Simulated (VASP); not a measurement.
# SnO (P4/nmm) in VASP: further runs, part 2 of 2

VASP 6.6.1.

**4. Single point, PBEsol**

This run uses another cell than the first one, of 14.87 Å³/atom.

Contents of INCAR:

```
ALGO = Normal
EDIFF = 1E-6
ENCUT = 520
GGA = PS
ISIF = 2
ISMEAR = 0
LASPH = True
LCHARG = False
LREAL = False
LWAVE = False
NBANDS = 28
NELM = 100
PREC = Accurate
SIGMA = 0.15
```

Contents of KPOINTS:

```
k-points
0
Gamma
  10 10 8
```

Contents of POSCAR:

```
SnO
1.0
    3.5380000000      0.0000000000      0.0000000000
    0.0000000000      3.5380000000      0.0000000000
    0.0000000000      0.0000000000      4.7505758764
Sn O
2 2
Direct
    0.0000000000      0.5000000000      0.2424656060
    0.5000000000      0.0000000000      0.7575343940
    0.0000000000      0.0000000000      0.0000000000
    0.5000000000      0.5000000000      0.0000000000
```

Potentials or basis: VASP PAW PBE potentials, release 64 (Sn_d, O).

Started as:

```console
> cat potpaw_PBE.64/Sn_d/POTCAR potpaw_PBE.64/O/POTCAR > POTCAR
> mpirun -np 1 vasp_std > vasp.out
```

OUTCAR:

```text
EDIFF = 1E-6
   ENCUT = 520
   GGA = PS
   ISIF = 2
   ISMEAR = 0
   LASPH = True
   LREAL = False
   NELM = 100
   PREC = Accurate

 ion  position               nearest neighbor table
   1  0.000  0.500  0.242-   3 2.11   4 2.11   3 2.11   4 2.11   2 3.40   2 3.40   2 3.40   2 3.40
                             2 3.50   2 3.50   2 3.50   2 3.50
   2  0.500  0.000  0.758-   3 2.11   4 2.11   4 2.11   3 2.11   1 3.40   1 3.40   1 3.40   1 3.40
                             1 3.50   1 3.50   1 3.50   1 3.50
   3  0.000  0.000  0.000-   1 2.11   2 2.11   1 2.11   2 2.11
   4  0.500  0.500  0.000-   1 2.11   2 2.11   2 2.11   1 2.11

  LATTYP: Found a simple tetragonal cell.
 ALAT       =     3.5380000000
 C/A-ratio  =     1.3427291906

  Lattice vectors:

 A1 = (   3.5380000000,   0.0000000000,   0.0000000000)
 A2 = (   0.0000000000,   3.5380000000,   0.0000000000)
 A3 = (   0.0000000000,   0.0000000000,   4.7505758764)

Analysis of symmetry for initial positions (statically):
=====================================================================
[... 176 lines left out ...]

  energy without entropy =      -23.54624579  energy(sigma->0) =      -23.54851406

 E-fermi :   9.6514     XC(G=0): -11.3419

 val. band max:        9.6239888001   @ k =   0.4000   0.4000   0.1250
 cond. band min:       9.7055531353   @ k =   0.5000   0.4000   0.1250
 fundamental gap:      0.0815643352
 Fermi energy:         9.6514499894

 k-point     1 :       0.0000    0.0000    0.0000
  band No.  band energies     occupation
      1     -13.3214      2.00000
      2     -12.7865      2.00000
      3     -12.5325      2.00000
      4     -12.5129      2.00000
      5     -12.5129      2.00000
      6     -12.4113      2.00000
[... 733 lines left out ...]
     27      16.8329      0.00000
     28      19.7537      0.00000

 [... further k-points ...]

------------------------ aborting loop because EDIFF is reached ----------------------------------------

  FORCE on cell =-STRESS in cart. coord.  units (eV):
  Direction    XX          YY          ZZ          XY          YZ          ZX
  --------------------------------------------------------------------------------------
  -------------------------------------------------------------------------------------
  Total        9.4057787      9.4057787      5.2794281      0.0000000      0.0000000      0.0000000
  in kB      253.4214786    253.4214786    142.2445197      0.0000000      0.0000000      0.0000000
  external PRESSURE =     216.3624923 kB  Pullay stress =       0.0000000 kB

 VOLUME and BASIS-vectors are now :
 -----------------------------------------------------------------------------
  energy-cutoff  :      520.00
  volume of cell :       59.47
      direct lattice vectors                 reciprocal lattice vectors
     3.538000000  0.000000000  0.000000000     0.282645562  0.000000000  0.000000000
     0.000000000  3.538000000  0.000000000     0.000000000  0.282645562  0.000000000
     0.000000000  0.000000000  4.750575876     0.000000000  0.000000000  0.210500795

 POSITION                                       TOTAL-FORCE (eV/Angst)
 -----------------------------------------------------------------------------------
      0.00000      1.76900      1.15185         0.000000      0.000000      2.369023
      1.76900      0.00000      3.59872         0.000000     -0.000000     -2.369023
      0.00000      0.00000      0.00000         0.000000     -0.000000      0.000000
      1.76900      1.76900      0.00000         0.000000      0.000000      0.000000
 -----------------------------------------------------------------------------------
    total drift:                                0.000000      0.000000      0.000000

  FREE ENERGIE OF THE ION-ELECTRON SYSTEM (eV)
  ---------------------------------------------------
  free  energy   TOTEN  =       -23.5507823407 eV

  energy  without entropy=      -23.5462457876  energy(sigma->0) =      -23.54851406
```

OSZICAR:

```text
N       E                     dE             d eps       ncg     rms          rms(c)
DAV:   1     0.422720104021E+03    0.42272E+03   -0.19871E+04  6076   0.233E+03
DAV:   2     0.346483295459E+02   -0.38807E+03   -0.37291E+03  6040   0.552E+02
DAV:   3    -0.240895230668E+02   -0.58738E+02   -0.57722E+02  6644   0.182E+02
DAV:   4    -0.266984035787E+02   -0.26089E+01   -0.25948E+01  6800   0.404E+01
DAV:   5    -0.267582439099E+02   -0.59840E-01   -0.59831E-01  6528   0.652E+00    0.114E+01
DAV:   6    -0.235392542580E+02    0.32190E+01   -0.11762E+01  9484   0.418E+01    0.466E+00
DAV:   7    -0.235845325369E+02   -0.45278E-01   -0.14821E+00  6052   0.744E+00    0.252E+00
DAV:   8    -0.235612985340E+02    0.23234E-01   -0.22680E-01  8576   0.413E+00    0.768E-01
DAV:   9    -0.235502312150E+02    0.11067E-01   -0.49020E-02  8980   0.299E+00    0.181E-01
DAV:  10    -0.235508091054E+02   -0.57789E-03   -0.48450E-03  7864   0.664E-01    0.733E-02
DAV:  11    -0.235507748627E+02    0.34243E-04   -0.57490E-04  8980   0.290E-01    0.258E-02
DAV:  12    -0.235507943492E+02   -0.19486E-04   -0.13664E-04  7748   0.744E-02    0.297E-02
DAV:  13    -0.235507819368E+02    0.12412E-04   -0.49693E-05  8088   0.887E-02    0.183E-03
DAV:  14    -0.235507823407E+02   -0.40385E-06   -0.49560E-06  6868   0.164E-02
   1 F= -.23550782E+02 E0= -.23548514E+02  d E =-.453655E-02
```

stdout:

```text
POSCAR found type information on POSCAR SnO
 POSCAR found :  2 types and       4 ions
 scaLAPACK will be used
 -----------------------------------------------------------------------------
|                                                                             |
|                                                                             |
|     You enforced a specific xc type in the INCAR file but a different       |
|     I HOPE YOU KNOW WHAT YOU ARE DOING!                                     |
|                                                                             |
 -----------------------------------------------------------------------------

 LDA part: xc-table for (Slater+PW92), standard interpolation
 POSCAR, INCAR and KPOINTS ok, starting setup
 FFT: planning ... GRIDC
 FFT: planning ... GRID_SOFT
 FFT: planning ... GRID
 WAVECAR not read
 entering main loop
```

Run time: 88 s. Hardware: 1 thread of AMD EPYC 9R45 (Zen 5), shared host; peak memory 0.24 GiB.

What came out:

```yaml
Free_energy: -23.5508 eV
Pressure: 21.6 GPa
Largest_force: 2.369 eV/Å
Band_gap_on_the_k_mesh: zero (bands 20 and 21 overlap by 1.07 eV)
```

Forces on the atoms (eV/Å):
```
Sn   0.000  0.000  2.369
Sn   0.000  0.000 -2.369
O    0.000  0.000  0.000
O    0.000  0.000  0.000
```

Levels at points of the mesh, in eV from the Fermi level:
```
           k point  band 18  band 19  band 20  band 21  band 22  band 23
(0.00, 0.00, 0.00)    -4.02    -4.02     0.37     2.79     3.92     4.76
(0.50, 0.00, 0.00)    -6.11    -3.81    -3.81     3.16     3.16     6.41
(0.50, 0.50, 0.00)    -3.27    -2.33    -2.33    -0.69    -0.69     3.76
(0.00, 0.00, 0.50)    -4.04    -3.63    -2.89     1.90     2.70     2.70
(0.50, 0.00, 0.50)    -6.08    -2.53    -2.53     2.36     2.36     5.80
(0.50, 0.50, 0.50)    -3.27    -3.22    -3.22     1.67     1.67     3.95
```

Caveat: the cell stands under pressure; the PAW data sets were made with another functional, which shifts forces and pressure a little; spin-orbit coupling is left out, which moves the levels of the heavy elements.

**5. Single point, PBEsol**

This run uses another cell than the first one, of 15.24 Å³/atom.

Contents of INCAR:

```
SYSTEM = SnO
ALGO = Normal
EDIFF = 1E-6
ENCUT = 520
GGA = PS
ISIF = 2
ISMEAR = 0
LASPH = .True.
LCHARG = .False.
LREAL = .False.
LWAVE = .False.
NBANDS = 28
NELM = 80
PREC = Accurate
SIGMA = 0.15
```

Contents of KPOINTS:

```
k-points
0
Gamma
  10 10 8
  0 0 0
```

POSCAR: that of step 4 with these lines changed.

```diff
@@ -4,3 +4,3 @@
     0.0000000000      3.5380000000      0.0000000000
-    0.0000000000      0.0000000000      4.7505758764
+    0.0000000000      0.0000000000      4.8693000000
 Sn O
```

Started as:

```console
> cat potpaw_PBE.64/Sn_d/POTCAR potpaw_PBE.64/O/POTCAR > POTCAR
> mpirun -np 1 vasp_std > vasp.out
```

Wall time 93 s (1 thread of AMD EPYC 9R45 (Zen 5), shared host); peak memory 0.24 GiB.

The run converged. Its results:

```yaml
Free_energy: -23.6616 eV
Pressure: 17.8 GPa
Largest_force: 1.672 eV/Å
Band_gap_on_the_k_mesh: zero (bands 20 and 21 overlap by 1.04 eV)
```

Forces in eV/Å, atoms in the order of the input:
```
Sn   0.000  0.000  1.672
Sn   0.000  0.000 -1.672
O    0.000  0.000  0.000
O    0.000  0.000  0.000
```

Stress tensor (GPa, compression positive):
```
22.03  0.00  0.00
 0.00 22.03  0.00
 0.00  0.00  9.36
```

Levels at points of the mesh, in eV from the Fermi level:
```csv
k point,band 17,band 18,band 19,band 20,band 21,band 22,band 23,band 24
"(0.00, 0.00, 0.00)",-4.49,-3.72,-3.72,0.39,2.81,3.87,4.80,4.80
"(0.50, 0.00, 0.00)",-5.82,-5.82,-3.74,-3.74,2.98,2.98,6.41,6.41
"(0.50, 0.50, 0.00)",-2.99,-2.99,-2.33,-2.33,-0.65,-0.65,3.68,3.68
"(0.00, 0.00, 0.50)",-3.74,-3.74,-3.66,-3.12,2.13,2.83,2.83,4.35
"(0.50, 0.00, 0.50)",-5.79,-5.79,-2.51,-2.51,2.16,2.16,5.87,5.87
"(0.50, 0.50, 0.50)",-3.12,-3.12,-2.99,-2.99,1.66,1.66,3.70,3.70
```

Caveat: the cell stands under pressure; the PAW data sets were made with another functional, which shifts forces and pressure a little; spin-orbit coupling is left out, which moves the levels of the heavy elements.

**6. Single point, PBEsol**

This run uses another cell than the first one, of 15.21 Å³/atom.

Contents of INCAR:

```
SYSTEM = SnO
  PREC = Accurate
  ENCUT = 520
  EDIFF = 1E-6
  ISMEAR = 0
  SIGMA = 0.15
  LREAL = .FALSE.
  LASPH = .TRUE.
  NELM = 100
  ALGO = Normal
  ISIF = 2
  LWAVE = .FALSE.
  LCHARG = .FALSE.
  GGA = PS
  NBANDS = 28
```

Contents of KPOINTS:

```
regular mesh
0
G
  10 10 8
  0 0 0
```

Contents of POSCAR:

```
SnO
1.0
    3.6711000000      0.0000000000      0.0000000000
    0.0000000000      3.6711000000      0.0000000000
    0.0000000000      0.0000000000      4.5130000000
Sn O
2 2
Direct
    0.0000000000      0.5000000000      0.2424656060
    0.5000000000      0.0000000000      0.7575343940
    0.0000000000      0.0000000000      0.0000000000
    0.5000000000      0.5000000000      0.0000000000
```

Potentials or basis: VASP PAW PBE potentials, release 64 (Sn_d, O).

Started as:

```console
> cat potpaw_PBE.64/Sn_d/POTCAR potpaw_PBE.64/O/POTCAR > POTCAR
> mpirun -np 1 vasp_std > vasp.out
```

Run time: 86 s. Hardware: 1 thread of AMD EPYC 9R45 (Zen 5), shared host; peak memory 0.24 GiB.

The run converged. Its results:

- Free energy: -23.8526 eV
- Pressure: 15.7 GPa
- Largest force: 2.157 eV/Å
- Band gap on the k mesh: zero (bands 20 and 21 overlap by 0.50 eV)

Forces in eV/Å, atoms in the order of the input:
```
Sn   0.000  0.000  2.157
Sn   0.000  0.000 -2.157
O    0.000  0.000  0.000
O    0.000  0.000  0.000
```

Stress tensor (GPa, compression positive):
```
16.54  0.00  0.00
 0.00 16.54  0.00
 0.00  0.00 14.12
```

Levels at points of the mesh, in eV from the Fermi level:
| k point | band 17 | band 18 | band 19 | band 20 | band 21 | band 22 | band 23 | band 24 |
| --- | --- | --- | --- | --- | --- | --- | --- | --- |
| (0.00, 0.00, 0.00) | -4.38 | -4.14 | -4.14 | -0.04 | 2.34 | 4.55 | 4.59 | 4.59 |
| (0.50, 0.00, 0.00) | -6.04 | -6.04 | -3.37 | -3.37 | 3.55 | 3.55 | 6.09 | 6.09 |
| (0.50, 0.50, 0.00) | -3.39 | -3.39 | -2.08 | -2.08 | -0.48 | -0.48 | 4.35 | 4.35 |
| (0.00, 0.00, 0.50) | -4.16 | -4.16 | -2.77 | -2.55 | 1.29 | 2.50 | 2.50 | 3.47 |
| (0.50, 0.00, 0.50) | -5.98 | -5.98 | -2.15 | -2.15 | 2.82 | 2.82 | 5.37 | 5.37 |
| (0.50, 0.50, 0.50) | -3.39 | -3.39 | -3.20 | -3.20 | 2.06 | 2.06 | 4.51 | 4.51 |

Caveat: the cell stands under pressure; semilocal functionals underestimate gaps, so a narrow gap can read as zero; the PAW data sets were made with another functional, which shifts forces and pressure a little; spin-orbit coupling is left out, which moves the levels of the heavy elements.

**7. Summary**

| cell | gap on the mesh (eV) | pressure (GPa) | largest force (eV/Å) |
| --- | --- | --- | --- |
| a = 3.538, b = 3.538, c = 4.513 Å, 4 atoms | none | 30.6 | 3.73 |
| a = 3.538, b = 3.538, c = 4.632 Å, 4 atoms | none | 25.9 | 3.06 |
| a = 3.538, b = 3.538, c = 4.751 Å, 4 atoms | none | 21.6 | 2.37 |
| a = 3.538, b = 3.538, c = 4.869 Å, 4 atoms | none | 17.8 | 1.67 |
| a = 3.671, b = 3.671, c = 4.513 Å, 4 atoms | none | 15.7 | 2.16 |

Alike in all rows: task single point; level PBEsol; potentials or basis VASP PAW PBE potentials, release 64 (Sn_d, O); no spin polarisation; k mesh 10 × 10 × 8; cutoff (eV) 520; smearing gaussian 0.15 eV.

Caveats: the cell stands under pressure; the PAW data sets were made with another functional, which shifts forces and pressure a little; spin-orbit coupling is left out, which moves the levels of the heavy elements; semilocal functionals underestimate gaps, so a narrow gap can read as zero (at least some runs).

Absolute energies hang on the potentials; compare differences alone.
